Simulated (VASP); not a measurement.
Wanted: the native input for a VASP 6.6.1 run.

| Property | Result |
| --- | --- |
| Task | single point |
| Functional | PBE |
| Potentials or basis | VASP PAW PBE potentials, release 64 (Co) |
| Cutoff | 520 eV |
| k mesh | 15 × 15 × 1 |
| Occupations | fermi-dirac, width 0.1 eV |
| Spin | collinear spin, ferromagnetic start |
| Starting moments | [1.7, 1.7, 1.7, 1.7, 1.7, 1.7, 1.7] μB |
| Dipole correction | yes |
| Further INCAR settings | ALGO = Normal; EDIFF = 1e-07; NBANDS = 44 |

The structure of Co lies in POSCAR:

```
Co
1.0
    2.4930397862      0.0000000000      0.0000000000
   -1.2465198931      2.1590357875      0.0000000000
    0.0000000000      0.0000000000     28.1108000000
Co
7
Direct
    0.0000000000      0.0000000000      0.2845883337
    0.3333333340      0.6666666660      0.3563922225
    0.0000000000      0.0000000000      0.4281961112
    0.3333333340      0.6666666660      0.5000000000
    0.0000000000      0.0000000000      0.5718038888
    0.3333333340      0.6666666660      0.6436077775
    0.0000000000      0.0000000000      0.7154116663
```

These files were run (other wordings do the same):

INCAR

```
SYSTEM = Co
PREC = Accurate
ENCUT = 520
EDIFF = 1E-7
ISMEAR = -1
SIGMA = 0.1
LREAL = .False.
LASPH = .True.
NELM = 150
ALGO = Normal
ISIF = 2
LWAVE = .False.
LCHARG = .False.
ISPIN = 2
MAGMOM = 1.7 1.7 1.7 1.7 1.7 1.7 1.7
LORBIT = 11
LMAXMIX = 4
LDIPOL = .True.
IDIPOL = 3
DIPOL = 0.5 0.5 0.500
GGA = PE
NBANDS = 44
```

KPOINTS

```
Automatic mesh
0
Gamma
  15 15 1
  0 0 0
```

Potentials or basis: VASP PAW PBE potentials, release 64 (Co).

Launch:

```console
$ cat potpaw_PBE.64/Co/POTCAR > POTCAR
$ mpirun -np 1 vasp_std > vasp.out
```

Results of the run:

The largest force is 0.377 eV/Å. The net moment is 11.59 μB per cell and the site moments are Co +1.75, +1.67, +1.62, +1.64 μB. The valence electrons inside the program's atomic spheres are Co 8.11, 8.27.

It took 19 min on 1 thread of Intel(R) Xeon(R) Platinum 8488C (Sapphire Rapids), on a shared host, peak memory 0.47 GiB.
